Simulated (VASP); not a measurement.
# MoS2 (R3m) in VASP: notebook, part 2 of 2

VASP 6.6.1. The steps go on from the part before.

**3. Single point, r2SCAN+U**

This run uses another cell than the first one, of 19.11 Å³/atom.

Contents of POSCAR:

```
MoS2
1.0
    1.5992522173      0.9233286982      6.4700552333
   -1.5992522173      0.9233286982      6.4700552333
    0.0000000000     -1.8466573964      6.4700552333
Mo S
1 2
Direct
    0.0001053784      0.0001053784      0.0001053784
    0.4131531506      0.4131531506      0.4131531506
    0.2537414710      0.2537414710      0.2537414710
```

Contents of INCAR.step1:

```
SYSTEM = MoS2
PREC = Accurate
ENCUT = 520
ISMEAR = -1
SIGMA = 0.05
LREAL = .FALSE.
LASPH = .TRUE.
NELM = 150
LMAXMIX = 4
LDAU = .TRUE.
LDAUTYPE = 2
LDAUL = 2 -1
LDAUU = 6 0
LDAUJ = 0 0
NBANDS = 20
GGA = PE
ALGO = Normal
EDIFF = 1E-4
LWAVE = .TRUE.
LCHARG = .FALSE.
```

Contents of INCAR.step2:

```
SYSTEM = MoS2
PREC = Accurate
ENCUT = 520
EDIFF = 1E-6
ISMEAR = -1
SIGMA = 0.05
LREAL = .FALSE.
LASPH = .TRUE.
NELM = 150
ALGO = Normal
ISIF = 2
LWAVE = .FALSE.
LCHARG = .FALSE.
LMAXMIX = 4
LDAU = .TRUE.
LDAUTYPE = 2
LDAUL = 2 -1
LDAUU = 6 0
LDAUJ = 0 0
LDAUPRINT = 1
METAGGA = R2SCAN
LMIXTAU = .TRUE.
NBANDS = 20
ISTART = 1
```

Contents of KPOINTS:

```
Automatic mesh
0
G
  10 10 10
  0 0 0
```

Potentials or basis: VASP PAW PBE potentials, release 64 (Mo_sv, S).

Run with:

```sh
cat potpaw_PBE.64/Mo_sv/POTCAR potpaw_PBE.64/S/POTCAR > POTCAR
cp INCAR.step1 INCAR
mpirun -np 1 vasp_std > vasp.out
cp INCAR.step2 INCAR
mpirun -np 1 vasp_std > vasp.out
```

OUTCAR:

```text
SYSTEM = MoS2
   PREC = Accurate
   ENCUT = 520
   EDIFF = 1E-6
   ISMEAR = -1
   LREAL = .FALSE.
   LASPH = .TRUE.
   NELM = 150
   ISIF = 2
   METAGGA = R2SCAN
   ISTART = 1

 ion  position               nearest neighbor table
   1  0.000  0.000  0.000-   3 2.41   3 2.41   3 2.41   2 2.41   2 2.41   2 2.41
   2  0.413  0.413  0.413-   1 2.41   1 2.41   1 2.41
   3  0.254  0.254  0.254-   1 2.41   1 2.41   1 2.41

  LATTYP: Found a trigonal (rhomboedric) cell.
 ALAT       =     6.7284291080
 COS(alpha) =     0.8870108981

  Lattice vectors:

 A1 = (   1.5992522173,   0.9233286982,   6.4700552333)
 A2 = (  -1.5992522173,   0.9233286982,   6.4700552333)
 A3 = (   0.0000000000,  -1.8466573964,   6.4700552333)

Analysis of symmetry for initial positions (statically):
=====================================================================
 Subroutine PRICEL returns:
 Original cell was already a primitive cell.

 Routine SETGRP: Setting up the symmetry group for a
[... 202 lines left out ...]
  free energy    TOTEN  =       -37.93231291 eV

  energy without entropy =      -37.93231264  energy(sigma->0) =      -37.93231277

 E-fermi :   6.9712     XC(G=0): -11.0219

 val. band max:        6.4779484829   @ k =   0.5000   0.5000   0.5000
 cond. band min:       7.6147879400   @ k =  -0.3000   0.3000   0.0000
 fundamental gap:      1.1368394570
 Fermi energy:         6.9711899267

 k-point     1 :       0.0000    0.0000    0.0000
  band No.  band energies     occupation
      1     -57.5112      2.00000
      2     -30.8341      2.00000
      3     -30.7183      2.00000
      4     -30.7183      2.00000
      5      -8.9395      2.00000
      6      -7.3059      2.00000
[... 541 lines left out ...]
     19      14.6263      0.00000
     20      15.5163      0.00000

 [... further k-points ...]

------------------------ aborting loop because EDIFF is reached ----------------------------------------

  FORCE on cell =-STRESS in cart. coord.  units (eV):
  Direction    XX          YY          ZZ          XY          YZ          ZX
  --------------------------------------------------------------------------------------
  -------------------------------------------------------------------------------------
  Total        1.0139563      1.0139563      1.4720259      0.0000000      0.0000000      0.0000000
  in kB       28.3398317     28.3398317     41.1427664      0.0000000      0.0000000      0.0000000
  external PRESSURE =      32.6074766 kB  Pullay stress =       0.0000000 kB

 VOLUME and BASIS-vectors are now :
 -----------------------------------------------------------------------------
  energy-cutoff  :      520.00
  volume of cell :       57.32
      direct lattice vectors                 reciprocal lattice vectors
     1.599252217  0.923328698  6.470055233     0.312646120  0.180506321  0.051519395
    -1.599252217  0.923328698  6.470055233    -0.312646120  0.180506321  0.051519395
     0.000000000 -1.846657396  6.470055233     0.000000000 -0.361012643  0.051519395

 POSITION                                       TOTAL-FORCE (eV/Angst)
 -----------------------------------------------------------------------------------
      0.00000      0.00000      0.00205         0.000000     -0.000000     -0.000169
      0.00000      0.00000      8.01937         0.000000      0.000000      0.470267
      0.00000      0.00000      4.92516         0.000000     -0.000000     -0.470098
 -----------------------------------------------------------------------------------
    total drift:                                0.000000      0.000000      0.000190

  FREE ENERGIE OF THE ION-ELECTRON SYSTEM (eV)
  ---------------------------------------------------
  free  energy   TOTEN  =       -37.9323129134 eV

  energy  without entropy=      -37.9323126355  energy(sigma->0) =      -37.93231277
```

Run time: 39 min. Hardware: 1 thread of Oxide Virtual Turin-like, shared host; peak memory 0.43 GiB.

Results:

```yaml
Free_energy: -37.9323 eV
Pressure: 3.3 GPa
Largest_force: 0.470 eV/Å
Band_gap_on_the_k_mesh: 1.14 eV (least direct gap 1.75 eV)
```

Forces on the atoms (eV/Å):
```
Mo   0.000  0.000  0.000
S    0.000  0.000  0.470
S    0.000  0.000 -0.470
```

Stress tensor (GPa, compression positive):
```
2.83 0.00 0.00
0.00 2.83 0.00
0.00 0.00 4.11
```

Eigenvalues of the final occupation matrices:
```
    site  spin  trace               eigenvalues
site 1 d     1   1.90  0.36 0.36 0.37 0.37 0.44
site 1 d     2   1.90  0.36 0.36 0.37 0.37 0.44
```

Caveat: the cell stands under pressure; the PAW data sets were made with another functional, which shifts forces and pressure a little. A k mesh can miss the band edges.
